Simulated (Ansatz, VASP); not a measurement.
**Ir: VASP beside Ansatz**

POSCAR

```
Ir
1.0
    0.0000000000      1.9156000000      1.9156000000
    1.9156000000      0.0000000000      1.9156000000
    1.9156000000      1.9156000000      0.0000000000
Ir
1
Direct
    0.0000000000      0.0000000000      0.0000000000
```

INCAR.step1

```
PREC     = Accurate       # precision mode
ENCUT    = 600            # plane-wave cutoff, eV
ISMEAR   = 0              # smearing method
SIGMA    = 0.1            # smearing width, eV
LREAL    = False          # projectors in reciprocal space
LASPH    = True           # aspherical terms in the spheres
NELM     = 80             # most SCF steps
GGA      = PE             # functional
ALGO     = Normal         # electronic algorithm
EDIFF    = 1E-4           # SCF threshold, eV
LWAVE    = True           # write WAVECAR
LCHARG   = False          # write CHGCAR
```

INCAR.step2

```
PREC     = Accurate       # precision mode
ENCUT    = 600            # plane-wave cutoff, eV
EDIFF    = 1E-6           # SCF threshold, eV
ISMEAR   = 0              # smearing method
SIGMA    = 0.1            # smearing width, eV
LREAL    = False          # projectors in reciprocal space
LASPH    = True           # aspherical terms in the spheres
NELM     = 80             # most SCF steps
ALGO     = Normal         # electronic algorithm
ISIF     = 3              # what is computed and relaxed
LWAVE    = False          # write WAVECAR
LCHARG   = False          # write CHGCAR
METAGGA  = R2SCAN         # meta-GGA
LMIXTAU  = True         
IBRION   = 2              # ionic algorithm
NSW      = 100            # ionic steps
EDIFFG   = -0.005         # ionic threshold
ISTART   = 1
```

Contents of KPOINTS:

```
Automatic mesh
0
Gamma
  18 18 18
```

Input for Ansatz:

```yaml
crystal:
  lattice:
    - [0.0, 1.9156, 1.9156]
    - [1.9156, 0.0, 1.9156]
    - [1.9156, 1.9156, 0.0]
  atoms:
    - { symbol: Ir, position: [0.0, 0.0, 0.0] }
basis:
  ecutwfc: 500
kpoints:
  mp_grid: { grid: [18, 18, 18] }
hamiltonian:
  xc: r2scan
scf:
  occupations: { method: gaussian, width: 0.1 }
output:
  forces: true
  stress: true
  eigenvalues: true
relax:
  adjacent_minimum: "off"
  f_tol: 0.005
  max_steps: 80
  cell: { stress_tol: 0.05 }
```

Alike in both runs: task relaxation of cell and atoms; functional r2SCAN; k mesh 18 × 18 × 18; occupations gaussian, width 0.1 eV; no spin polarisation.

|  | VASP | Ansatz |
| --- | --- | --- |
| version | VASP 6.6.1 | Ansatz 0.2.0 |
| potentials or method | VASP PAW PBE potentials, release 64 (Ir), cutoff 600 eV | scalar-relativistic, plane waves, PAW |
| valence electrons in the cell | 9 | 17 |

```csv
,VASP,Ansatz,Ansatz less VASP
"gap on the k mesh at the Fermi level, each at its own relaxed structure (eV)",none,none,-
relaxed volume (Å³/atom),14.30,14.20,-0.094
relaxed cell length with the largest relative difference (Å),2.724,2.718,-0.0060
```

VASP's potentials were made for PBE, not for r2SCAN. A gap of «none» marks a metal or a gap that the smearing closes. VASP's potentials hold 9 valence electrons a cell and Ansatz's 17, so a difference there can come from the potentials and not from the codes.

Neither program's run includes spin-orbit coupling.
